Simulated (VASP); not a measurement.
A run of VASP 6.6.1:

File INCAR:

```
SYSTEM = PbO2
PREC = Accurate
ENCUT = 520
EDIFF = 1E-6
ISMEAR = -1
SIGMA = 0.02
LREAL = .FALSE.
LASPH = .TRUE.
NELM = 100
ALGO = Normal
ISIF = 2
LWAVE = .FALSE.
LCHARG = .FALSE.
GGA = PE
NBANDS = 35
```

The input KPOINTS:

```
regular mesh
0
G
  6 6 8
  0 0 0
```

The input POSCAR:

```
PbO2
1.0
    4.9827451507      0.0000000000      0.0000000000
    0.0000000000      4.9827451507      0.0000000000
    0.0000000000      0.0000000000      3.4080397418
Pb O
2 4
Direct
    0.0000000000      0.0000000000      0.0000000000
    0.5000000000      0.5000000000      0.5000000000
    0.3072243850      0.3072243850      0.0000000000
    0.1927756150      0.8072243850      0.5000000000
    0.6927756150      0.6927756150      0.0000000000
    0.8072243850      0.1927756150      0.5000000000
```

Potentials or basis: VASP PAW PBE potentials, release 64 (Pb_d, O).

Run with:

```bash
$ cat potpaw_PBE.64/Pb_d/POTCAR potpaw_PBE.64/O/POTCAR > POTCAR
$ mpirun -np 1 vasp_std > vasp.out
```

Hardware: 1 thread of Intel Xeon 8259CL, on a shared host.

Problem. How long does it take, and how much memory?

Solution. Wall time 3.8 min on 1 thread of Intel Xeon 8259CL, with other jobs on the host, peak memory 0.27 GiB. Counts: scf iterations 14, k points 50.
